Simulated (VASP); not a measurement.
Here is a VASP 6.6.1 calculation.

Contents of INCAR:

```
PREC = Accurate
ENCUT = 520
EDIFF = 1E-6
ISMEAR = -1
SIGMA = 0.1
LREAL = F
LASPH = T
NELM = 60
ALGO = Normal
ISIF = 2
LWAVE = F
LCHARG = F
LDIPOL = T
IDIPOL = 3
DIPOL = 0.5 0.5 0.500
GGA = PE
IBRION = 2
NSW = 32
EDIFFG = -0.01
KPAR = 2
```

KPOINTS

```
regular mesh
0
Gamma
  14 14 1
```

Contents of POSCAR:

```
Cd
1.0
    3.0493773094      0.0000000000      0.0000000000
   -1.5246886547      2.6408382156      0.0000000000
    0.0000000000      0.0000000000     27.2925000000
Cd
5
Direct
    0.0000000000      0.0000000000      0.2969910711
    0.3333333333      0.6666666667      0.4002780781
    0.0000000000      0.0000000000      0.5000000009
    0.3333333333      0.6666666667      0.5997219219
    0.0000000000      0.0000000000      0.7030089277
```

Potentials or basis: VASP PAW PBE potentials, release 64 (Cd).

The run is started by

```sh
$ cat potpaw_PBE.64/Cd/POTCAR > POTCAR
$ mpirun -np 2 vasp_std > vasp.out
```

(1) What does it give for the band gap on the k mesh?

Results:

(1) zero (bands 30 and 31 overlap by 3.10 eV).

Caveat: the relaxation stopped at its first step, so nothing moved.
